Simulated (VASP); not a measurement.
# NiO (Fm-3m) in VASP: a series of runs, part 2 of 2

VASP 6.6.1. The steps go on from the part before.

**4. Single point, PBE, collinear spin, ferromagnetic start**

This run uses another cell than the first one, of 8.71 Å³/atom, 0.885 times its volume.

INCAR

```
SYSTEM = NiO
PREC     = Accurate       ! precision mode
ENCUT    = 520            ! plane-wave cutoff, eV
EDIFF    = 1E-6           ! SCF threshold, eV
ISMEAR   = -1             ! smearing method
SIGMA    = 0.05           ! smearing width, eV
LREAL    = .False.        ! projectors in reciprocal space
LASPH    = .True.         ! aspherical terms in the spheres
NELM     = 150            ! most SCF steps
ALGO     = Normal         ! electronic algorithm
ISIF     = 2              ! what is computed and relaxed
LWAVE    = .False.        ! write WAVECAR
LCHARG   = .True.         ! write CHGCAR
ISPIN    = 2              ! spin polarisation
MAGMOM   = 1 0            ! initial moments
LORBIT   = 11             ! projections on sites
LMAXMIX  = 4              ! l up to which the mixer works
GGA      = PE             ! functional
LELF     = .True.         ! ELF
LVHAR    = .True.       
NBANDS   = 19             ! bands
```

KPOINTS

```
regular mesh
0
Gamma
  11 11 11
  0 0 0
```

POSCAR

```
NiO
1.0
    0.0000000000      2.0577103256      2.0577103256
    2.0577103256      0.0000000000      2.0577103256
    2.0577103256      2.0577103256      0.0000000000
Ni O
1 1
Direct
    0.0000000000      0.0000000000      0.0000000000
    0.5000000000      0.5000000000      0.5000000000
```

The run is started by

```bash
$ cat potpaw_PBE.64/Ni/POTCAR potpaw_PBE.64/O/POTCAR > POTCAR
$ mpirun -np 1 vasp_std > vasp.out
```

It took 42 s on 1 thread of AMD EPYC 7R43 (Zen 3), shared host; peak memory 0.13 GiB.

Results (log left out):

- Free energy: -11.4320 eV
- Pressure: 13.3 GPa
- Net moment: 1.53 μB per cell
- Site moments: Ni +1.27; O +0.22 μB
- Valence electrons inside the program's atomic spheres: Ni 9.08; O 5.00

Levels at points of the mesh, in eV from the Fermi level:
Spin up:
| k point | band 6 | band 7 | band 8 | band 9 | band 10 | band 11 | band 12 | band 13 |
| --- | --- | --- | --- | --- | --- | --- | --- | --- |
| (0.00, 0.00, 0.00) | -3.08 | -2.72 | -2.72 | -2.72 | 1.71 | 17.91 | 19.21 | 19.21 |
Spin down:
```
           k point  band 4  band 5  band 6  band 7  band 8  band 9  band 10  band 11
(0.00, 0.00, 0.00)   -2.87   -2.01   -2.01   -2.01   -0.85   -0.85     2.02    17.86
```

Caveat: a cell with one magnetic atom can't hold antiferromagnetic order, which such compounds often take; semilocal functionals often make such compounds metallic where correlation or magnetic order opens a gap, which also shifts bond lengths. With open d or f shells a metallic result of PBE can be an artefact of self-interaction; +U or a hybrid may open a gap.

**5. Single point, PBE, collinear spin, ferromagnetic start**

This run uses another cell than the first one, of 8.89 Å³/atom, 0.903 times its volume.

INCAR

```
SYSTEM = NiO
PREC = Accurate
ENCUT = 520
EDIFF = 1E-7
ISMEAR = -1
SIGMA = 0.05
LREAL = .FALSE.
LASPH = .TRUE.
NELM = 150
ALGO = Normal
ISIF = 2
LWAVE = .FALSE.
LCHARG = .TRUE.
ISPIN = 2
MAGMOM = 1 0
LORBIT = 11
LMAXMIX = 4
GGA = PE
LELF = .TRUE.
LVHAR = .TRUE.
NBANDS = 19
```

KPOINTS

```
Automatic mesh
0
G
  11 11 11
  0 0 0
```

POSCAR

```
NiO
1.0
    0.0000000000      2.0719018797      2.0719018797
    2.0719018797      0.0000000000      2.0719018797
    2.0719018797      2.0719018797      0.0000000000
Ni O
1 1
Direct
    0.0000000000      0.0000000000      0.0000000000
    0.5000000000      0.5000000000      0.5000000000
```

The run is started by

```bash
$ cat potpaw_PBE.64/Ni/POTCAR potpaw_PBE.64/O/POTCAR > POTCAR
$ mpirun -np 1 vasp_std > vasp.out
```

It took 49 s on 1 thread of AMD EPYC 7R43 (Zen 3), shared host; peak memory 0.13 GiB.

Results (log left out):

| Item | Value |
| --- | --- |
| Free energy | -11.4575 eV |
| Pressure | 8.9 GPa |
| Net moment | 1.59 μB per cell |
| Site moments | Ni +1.32; O +0.23 μB |
| Valence electrons inside the program's atomic spheres | Ni 9.04; O 4.99 |

Levels at points of the mesh, in eV from the Fermi level:
Spin up:
```tsv
k point	band 5	band 6	band 7	band 8	band 9	band 10	band 11	band 12	band 13	band 14
(0.00, 0.00, 0.00)	-3.06	-3.06	-2.66	-2.66	-2.66	1.63	17.88	19.08	19.08	19.08
```
Spin down:
| k point | band 5 | band 6 | band 7 | band 8 | band 9 | band 10 |
| --- | --- | --- | --- | --- | --- | --- |
| (0.00, 0.00, 0.00) | -1.92 | -1.92 | -1.92 | -0.74 | -0.74 | 1.95 |

Caveat: a cell with one magnetic atom can't hold antiferromagnetic order, which such compounds often take; semilocal functionals often make such compounds metallic where correlation or magnetic order opens a gap, which also shifts bond lengths.

**6. Single point, PBE, collinear spin, ferromagnetic start**

This run uses another cell than the first one, of 9.26 Å³/atom, 0.940 times its volume.

INCAR

```
SYSTEM = NiO
PREC = Accurate ; ENCUT = 520
EDIFF = 1E-6 ; ISMEAR = -1
SIGMA = 0.05 ; LREAL = .FALSE.
LASPH = .TRUE. ; NELM = 150
ALGO = Normal ; ISIF = 2
LWAVE = .FALSE. ; LCHARG = .TRUE.
ISPIN = 2 ; MAGMOM = 1 0
LORBIT = 11 ; LMAXMIX = 4
GGA = PE ; LELF = .TRUE.
LVHAR = .TRUE. ; NBANDS = 19
```

KPOINTS

```
regular mesh
0
G
  11 11 11
  0 0 0
```

POSCAR

```
NiO
1.0
    0.0000000000      2.0997159621      2.0997159621
    2.0997159621      0.0000000000      2.0997159621
    2.0997159621      2.0997159621      0.0000000000
Ni O
1 1
Direct
    0.0000000000      0.0000000000      0.0000000000
    0.5000000000      0.5000000000      0.5000000000
```

Potentials or basis: VASP PAW PBE potentials, release 64 (Ni, O).

The run is started by

```bash
$ cat potpaw_PBE.64/Ni/POTCAR potpaw_PBE.64/O/POTCAR > POTCAR
$ mpirun -np 1 vasp_std > vasp.out
```

OUTCAR:

```text
SYSTEM = NiO
   PREC = Accurate
   ENCUT = 520
   EDIFF = 1E-6
   ISMEAR = -1
   LREAL = .FALSE.
   LASPH = .TRUE.
   NELM = 150
   ISIF = 2
   ISPIN = 2
   LORBIT = 11
   GGA = PE

 ion  position               nearest neighbor table
   1  0.000  0.000  0.000-   2 2.10   2 2.10   2 2.10   2 2.10   2 2.10   2 2.10
   2  0.500  0.500  0.500-   1 2.10   1 2.10   1 2.10   1 2.10   1 2.10   1 2.10

  LATTYP: Found a face centered cubic cell.
 ALAT       =     4.1994319242

  Lattice vectors:

 A1 = (   0.0000000000,   2.0997159621,   2.0997159621)
 A2 = (   2.0997159621,   0.0000000000,   2.0997159621)
 A3 = (   2.0997159621,   2.0997159621,   0.0000000000)

Analysis of symmetry for initial positions (statically):
=====================================================================
 Subroutine PRICEL returns:
 Original cell was already a primitive cell.

 Routine SETGRP: Setting up the symmetry group for a
 face centered cubic supercell.

 Subroutine GETGRP returns: Found 48 space group operations
 (whereof 48 operations were pure point group operations)
 out of a pool of 48 trial point group operations.

The static configuration has the point symmetry O_h .

Analysis of symmetry for dynamics (positions and initial velocities):
=====================================================================
 Subroutine PRICEL returns:
 Original cell was already a primitive cell.

 Routine SETGRP: Setting up the symmetry group for a
 face centered cubic supercell.

 Subroutine GETGRP returns: Found 48 space group operations
 (whereof 48 operations were pure point group operations)
 out of a pool of 48 trial point group operations.

The dynamic configuration has the point symmetry O_h .

Analysis of structural, dynamic, and magnetic symmetry:
=====================================================================
 Subroutine PRICEL returns:
 Original cell was already a primitive cell.

 Routine SETGRP: Setting up the symmetry group for a
 face centered cubic supercell.
[... 140 lines left out ...]
 NGX is ok and might be reduce to    24

 number of electron      16.0000011 magnetization       1.7433437

 Free energy of the ion-electron system (eV)
  ---------------------------------------------------
  ext. energy  EPLUGINS =         0.00000000
  ---------------------------------------------------
  free energy    TOTEN  =       -11.48180514 eV

  energy without entropy =      -11.47127194  energy(sigma->0) =      -11.47653854

 E-fermi :   7.6409     XC(G=0): -12.5837

 val. band max:        7.6397215504   @ k =   0.3636   0.2727   0.0909
 cond. band min:       7.6460922904   @ k =   0.4545   0.0909   0.0000
 fundamental gap:      0.0063707400
 Fermi energy:         7.6409281764

 spin component 1

 k-point     1 :       0.0000    0.0000    0.0000
  band No.  band energies     occupation
      1     -12.5528      1.00000
      2       4.5523      1.00000
      3       4.5524      1.00000
      4       4.7341      1.00000
      5       4.7341      1.00000
      6       4.7341      1.00000
[... 517 lines left out ...]
     18      38.3015      0.00000
     19      39.4409      0.00000

 [... further k-points ...]

 spin component 2

 k-point     1 :       0.0000    0.0000    0.0000
  band No.  band energies     occupation
      1     -12.1187      1.00000
      2       5.2348      1.00000
      3       5.2348      1.00000
      4       5.2348      1.00000
      5       5.8530      1.00000
      6       5.8532      1.00000
[... 517 lines left out ...]
     18      38.7087      0.00000
     19      39.6286      0.00000

 [... further k-points ...]
[... 5 lines left out ...]
  --------------------------------------------------------------------------------------
  -------------------------------------------------------------------------------------
  Total        0.1860067      0.1860067      0.1860067     -0.0000000      0.0000000     -0.0000000
  in kB       16.0963522     16.0963522     16.0963522     -0.0000000      0.0000000     -0.0000000
  external PRESSURE =      16.0963522 kB  Pullay stress =       0.0000000 kB

 VOLUME and BASIS-vectors are now :
 -----------------------------------------------------------------------------
  energy-cutoff  :      520.00
  volume of cell :       18.51
      direct lattice vectors                 reciprocal lattice vectors
     0.000000000  2.099715962  2.099715962    -0.238127446  0.238127446  0.238127446
     2.099715962  0.000000000  2.099715962     0.238127446 -0.238127446  0.238127446
     2.099715962  2.099715962  0.000000000     0.238127446  0.238127446 -0.238127446

 POSITION                                       TOTAL-FORCE (eV/Angst)
 -----------------------------------------------------------------------------------
      0.00000      0.00000      0.00000         0.000000      0.000000      0.000000
      2.09972      2.09972      2.09972        -0.000000     -0.000000     -0.000000
 -----------------------------------------------------------------------------------
    total drift:                                0.000000     -0.000000     -0.000000

  FREE ENERGIE OF THE ION-ELECTRON SYSTEM (eV)
  ---------------------------------------------------
  free  energy   TOTEN  =       -11.4818051375 eV

  energy  without entropy=      -11.4712719350  energy(sigma->0) =      -11.47653854

 total charge

# of ion       s       p       d       tot
------------------------------------------
    1        0.327   0.392   8.237   8.956
    2        1.557   3.415   0.000   4.971
--------------------------------------------------
tot          1.883   3.807   8.237  13.927

 magnetization (x)

# of ion       s       p       d       tot
------------------------------------------
    1        0.011   0.015   1.410   1.436
    2        0.027   0.237   0.000   0.265
--------------------------------------------------
tot          0.039   0.252   1.410   1.700
```

OSZICAR:

```text
N       E                     dE             d eps       ncg     rms          rms(c)
DAV:   1     0.833550547635E+02    0.83355E+02   -0.70051E+03  4571   0.103E+03
DAV:   2    -0.862484801435E+01   -0.91980E+02   -0.80357E+02  4385   0.234E+02
DAV:   3    -0.136315617499E+02   -0.50067E+01   -0.47584E+01  4948   0.551E+01
DAV:   4    -0.136758787994E+02   -0.44317E-01   -0.44265E-01  4712   0.506E+00
DAV:   5    -0.136765429054E+02   -0.66411E-03   -0.66404E-03  4903   0.624E-01    0.140E+01
DAV:   6    -0.129304884356E+02    0.74605E+00   -0.11433E+01  5590   0.579E+01    0.171E+01
DAV:   7    -0.114996707137E+02    0.14308E+01   -0.49569E+00  5444   0.485E+01    0.587E+00
DAV:   8    -0.114674931380E+02    0.32178E-01   -0.22903E-01  5517   0.829E+00    0.356E+00
DAV:   9    -0.114799650823E+02   -0.12472E-01   -0.44850E-02  6142   0.379E+00    0.117E+00
DAV:  10    -0.114815102166E+02   -0.15451E-02   -0.93868E-03  6053   0.123E+00    0.357E-01
DAV:  11    -0.114818113199E+02   -0.30110E-03   -0.67196E-04  5054   0.247E-01    0.178E-01
DAV:  12    -0.114817607513E+02    0.50569E-04   -0.34686E-04  5275   0.530E-01    0.575E-02
DAV:  13    -0.114817881983E+02   -0.27447E-04   -0.84247E-05  5357   0.951E-02    0.468E-02
DAV:  14    -0.114818050500E+02   -0.16852E-04   -0.19679E-05  5631   0.112E-01    0.144E-02
DAV:  15    -0.114818051375E+02   -0.87419E-07   -0.46879E-06  5435   0.321E-02
   1 F= -.11481805E+02 E0= -.11476539E+02  d E =-.105332E-01  mag=     1.7433
```

It took 46 s on 1 thread of AMD EPYC 7R43 (Zen 3), shared host; peak memory 0.13 GiB.

What came out:

```yaml
Free_energy: -11.4818 eV
Pressure: 1.6 GPa
Net_moment: 1.74 μB per cell
Site_moments: Ni +1.44; O +0.27 μB
Valence_electrons_inside_the_program's_atomic_spheres: Ni 8.96; O 4.97
```

Levels at points of the mesh, in eV from the Fermi level:
Spin up:
| k point | band 5 | band 6 | band 7 | band 8 | band 9 | band 10 | band 11 | band 12 | band 13 | band 14 |
| --- | --- | --- | --- | --- | --- | --- | --- | --- | --- | --- |
| (0.00, 0.00, 0.00) | -2.91 | -2.91 | -2.60 | -2.60 | -2.60 | 1.46 | 17.82 | 18.82 | 18.82 | 18.82 |
Spin down:
| k point | band 4 | band 5 | band 6 | band 7 | band 8 | band 9 | band 10 | band 11 |
| --- | --- | --- | --- | --- | --- | --- | --- | --- |
| (0.00, 0.00, 0.00) | -2.41 | -1.79 | -1.79 | -1.79 | -0.56 | -0.56 | 1.81 | 17.76 |

Caveat: a cell with one magnetic atom can't hold antiferromagnetic order, which such compounds often take; semilocal functionals often make such compounds metallic where correlation or magnetic order opens a gap, which also shifts bond lengths.

**7. Summary**

| level | cell | smearing | gap on the mesh (eV) | pressure (GPa) | moment (μB) |
| --- | --- | --- | --- | --- | --- |
| BLYP | a = 3.031 Å, angles 60.0°, 2 atoms | tetrahedron | none | -0.3 | 1.92 |
| PBE | a = 2.890 Å, angles 60.0°, 2 atoms | fermi-dirac 0.05 eV | none | 18.2 | 1.45 |
| PBE | a = 2.910 Å, angles 60.0°, 2 atoms | fermi-dirac 0.05 eV | none | 13.3 | 1.53 |
| PBE | a = 2.930 Å, angles 60.0°, 2 atoms | fermi-dirac 0.05 eV | none | 8.9 | 1.59 |
| PBE | a = 2.969 Å, angles 60.0°, 2 atoms | fermi-dirac 0.05 eV | none | 1.6 | 1.74 |

Alike in all rows: task single point; potentials or basis VASP PAW PBE potentials, release 64 (Ni, O); spin collinear, ferromagnetic start; k mesh 11 × 11 × 11; cutoff (eV) 520.

Caveats: a cell with one magnetic atom can't hold antiferromagnetic order, which such compounds often take; semilocal functionals often make such compounds metallic where correlation or magnetic order opens a gap, which also shifts bond lengths; the PAW data sets were made with another functional, which shifts forces and pressure a little (some runs).

Absolute energies hang on the potentials; compare differences alone.

**8. Comparison with measurements**

Step 2. A measured gap of NiO is 4.3 eV (quoted in “Local correlations, non-local screening, multiplets, and band formation in NiO”, 2012, arxiv:1210.6675); the calculated 0.00 eV misses it by -4.30 eV. So large a miss can be the level of theory's own, or it may mean another phase, state or a wrong row. The value is that of BLYP on a finite k mesh, which can miss the band edges, without temperature or zero-point motion. Semilocal functionals fall short of measured gaps as a rule. The run's magnetic order (collinear spin, ferromagnetic start) needn't be the measured crystal's.

Step 6. A measured gap of NiO is 4.3 eV (quoted in “Local correlations, non-local screening, multiplets, and band formation in NiO”, 2012, arxiv:1210.6675); the calculated 0.00 eV misses it by -4.30 eV. So large a miss can be the level of theory's own, or it may mean another phase, state or a wrong row. The value is that of PBE on a finite k mesh, which can miss the band edges, without temperature or zero-point motion. Semilocal functionals fall short of measured gaps as a rule. The run's magnetic order (collinear spin, ferromagnetic start) needn't be the measured crystal's.
